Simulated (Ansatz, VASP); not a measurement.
One calculation of MnAs, two programs

File INCAR:

```
SYSTEM = MnAs
PREC = Accurate
ENCUT = 520
EDIFF = 1E-8
ISMEAR = -1
SIGMA = 0.08
LREAL = .FALSE.
LASPH = .TRUE.
NELM = 150
ALGO = Normal
ISIF = 2
LWAVE = .FALSE.
LCHARG = .FALSE.
ISPIN = 2
MAGMOM = 4 0
LORBIT = 11
LMAXMIX = 4
GGA = PE
LEFG = .TRUE.
NBANDS = 20
```

The input KPOINTS:

```
Automatic mesh
0
G
  12 12 12
  0 0 0
```

POSCAR

```
MnAs
1.0
    0.0000000000      2.5612846038      2.5612846038
    2.5612846038      0.0000000000      2.5612846038
    2.5612846038      2.5612846038      0.0000000000
Mn As
1 1
Direct
    0.0000000000      0.0000000000      0.0000000000
    0.5000000000      0.5000000000      0.5000000000
```

Input for Ansatz:

```yaml
crystal:
  lattice:
    - [0.0, 2.5612846038, 2.5612846038]
    - [2.5612846038, 0.0, 2.5612846038]
    - [2.5612846038, 2.5612846038, 0.0]
  atoms:
    - { symbol: Mn, position: [0.0, 0.0, 0.0], spin: 4.0 }
    - { symbol: As, position: [0.5, 0.5, 0.5] }
magnetization:
  spin_polarized: true
kpoints:
  mp_grid: { grid: [12, 12, 12] }
scf:
  occupations: { method: fermi_dirac, width: 0.08 }
hamiltonian:
  xc: pbe
  pseudopotentials: { kind: paw }
output:
  forces: true
  stress: true
  eigenvalues: true
  efg: { contact_densities: true }
  write_density: true
  write_potential: true
  elf: true
  volumetric_format: npy
```

Change from the starting cell: volume scaled by 0.975, PAW files.

Alike in both runs: task electric field gradients; functional PBE; k mesh 12 × 12 × 12; occupations fermi-dirac, width 0.08 eV; collinear spin.

|  | VASP | Ansatz |
| --- | --- | --- |
| version | VASP 6.6.1 | Ansatz 0.2.0 |
| potentials or method | VASP PAW PBE potentials, release 64 (Mn_pv, As) | PAW with Ansatz's default frozen-core files, scalar-relativistic |
| plane-wave cutoff (eV) | 520 | 420 |
| valence electrons in the cell | 18 | 30 |

Ansatz gave:

- pressure (GPa): 2.0
- net moment per atom (μB): 1.81
- size of the moment on the site where the two differ most (μB): 3.51

Problem. Which values does VASP return?

Solution. Pressure (GPa): 2.1; net moment per atom (μB): 1.81; size of the moment on the site where the two differ most (μB): 3.56.

Site moments also hang on the region over which each program counts them. With one functional, cell and mesh, what is left measures potentials, basis and numerics. VASP's potentials hold 18 valence electrons a cell and Ansatz's 30, so a difference there can come from the potentials and not from the codes.
